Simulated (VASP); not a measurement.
Input of a VASP 6.6.1 run:

The input INCAR:

```
SYSTEM = Rh
PREC     = Accurate       ! precision mode
ENCUT    = 520            ! plane-wave cutoff, eV
EDIFF    = 1E-7           ! SCF threshold, eV
ISMEAR   = 0              ! smearing method
SIGMA    = 0.15           ! smearing width, eV
LREAL    = .FALSE.        ! projectors in reciprocal space
LASPH    = .TRUE.         ! aspherical terms in the spheres
NELM     = 150            ! most SCF steps
ALGO     = Fast           ! electronic algorithm
ISIF     = 2              ! what is computed and relaxed
LWAVE    = .FALSE.        ! write WAVECAR
LCHARG   = .FALSE.        ! write CHGCAR
ISPIN    = 2              ! spin polarisation
MAGMOM   = 0.5            ! initial moments
LORBIT   = 11             ! projections on sites
NUPDOWN  = 0.5            ! fixed moment
LMAXMIX  = 4              ! l up to which the mixer works
NBANDS   = 18             ! bands
```

File KPOINTS:

```
regular mesh
0
G
  22 22 22
  0 0 0
```

The input POSCAR:

```
Rh
1.0
    0.0000000000      1.9834890697      1.9834890697
    1.9834890697      0.0000000000      1.9834890697
    1.9834890697      1.9834890697      0.0000000000
Rh
1
Direct
    0.0000000000      0.0000000000      0.0000000000
```

Potentials or basis: VASP PAW LDA potentials, release 64 (Rh_pv).

Launch:

```console
$ cat potpaw_LDA.64/Rh_pv/POTCAR > POTCAR
$ mpirun -np 1 vasp_std > vasp.out
```

Problem. Estimate the pressure.

Solution. -32.3 GPa.

Caveat: the cell stands under tension; the total moment is fixed, so each spin has its own Fermi level.
